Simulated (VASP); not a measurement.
A run of VASP 6.6.1:

The input INCAR:

```
SYSTEM = In15GaO24
PREC = Accurate
ENCUT = 520
EDIFF = 1E-6
ISMEAR = 0
SIGMA = 0.01
LREAL = Auto
LASPH = .True.
NELM = 60
ALGO = Normal
ISIF = 2
LWAVE = .False.
LCHARG = .False.
GGA = PE
NBANDS = 202
```

KPOINTS

```
regular mesh
0
Gamma
  2 2 2
  0 0 0
```

The input POSCAR:

```
In15GaO24
1.0
   -5.1124630207      5.1298620324      5.1334306958
    5.1124630207     -5.1048437379      5.1084124014
    5.1124630207      5.1048437379     -5.1084124014
In Ga O
15 1 24
Direct
    0.4982479158      0.5029270132      0.4998504519
    0.4994069228     -0.0013959001     -0.0058037790
    0.0017520842      0.5016025362      0.0046790975
    0.0005930772     -0.0052107017      0.4991971772
    0.7500000000      0.7835820389      0.0335820389
    0.4641741052      0.2451502223      0.7130083909
    0.0358258948      0.7488342857      0.7809761171
    0.7202369111      0.4686460501      0.2525323923
    0.7797630889      0.0322954812      0.7484091390
    0.7500000000      0.2841644781      0.5341644781
    0.2500000000      0.2164392724      0.9664392724
    0.5299201816      0.7503742802      0.2838905146
    0.9700798184      0.2539703331      0.2204540986
    0.2833993553      0.5338169165      0.7451541734
    0.2166006447      0.9617548181      0.2504175613
    0.2500000000      0.7170937749      0.4670937749
    0.5215018290      0.7755941776      0.5450796334
    0.7307063024      0.9936403780      0.9582125235
    0.9784981710      0.5235778044      0.2540923486
    0.7692936976      0.7275062211      0.2629340757
    0.5437593784      0.5361176223      0.7714095237
    0.9562406216      0.7276501452      0.9923582439
    0.2362697427      0.9485102396      0.5062582626
    0.2637302573      0.7699885199      0.7122404969
    0.7701469393      0.5452905719      0.5379031012
    0.9903028078      0.9546324290      0.7278561289
    0.5096971922      0.2375533211      0.9643296211
    0.7298530607      0.2677561619      0.7751436326
    0.4609821090      0.2258449220      0.4543650878
    0.2729549996      0.0039698487      0.0416035873
    0.0390178910      0.4933829788      0.7648628129
    0.2270450004      0.2686485877      0.7310148491
    0.4565292547      0.4642505256      0.2282329834
    0.0434707453      0.2717037286      0.0077212708
    0.7633271236      0.0350934737      0.4919459176
    0.7366728764      0.2286187940      0.2717663500
    0.2302411192      0.4660838759      0.4607512398
    0.0115948278      0.0458958781      0.2757296029
    0.4884051722      0.7641347751      0.0343010503
    0.2697588808      0.7305101207      0.2358427567
```

Potentials or basis: VASP PAW PBE potentials, release 64 (In_d, Ga_d, O).

The run is started by

```sh
$ cat potpaw_PBE.64/In_d/POTCAR potpaw_PBE.64/Ga_d/POTCAR potpaw_PBE.64/O/POTCAR > POTCAR
$ mpirun -np 1 vasp_std > vasp.out
```

Hardware: 1 thread of Intel(R) Xeon(R) Platinum 8259CL CPU @ 2.50GHz (Skylake/Cascade Lake), on a shared host.

Problem. Estimate the wall time of this run.

Solution. It took 30 min on 1 thread of Intel(R) Xeon(R) Platinum 8259CL CPU @ 2.50GHz (Skylake/Cascade Lake), on a shared host, peak memory 0.95 GiB. Counts: scf iterations 16, k points 6.
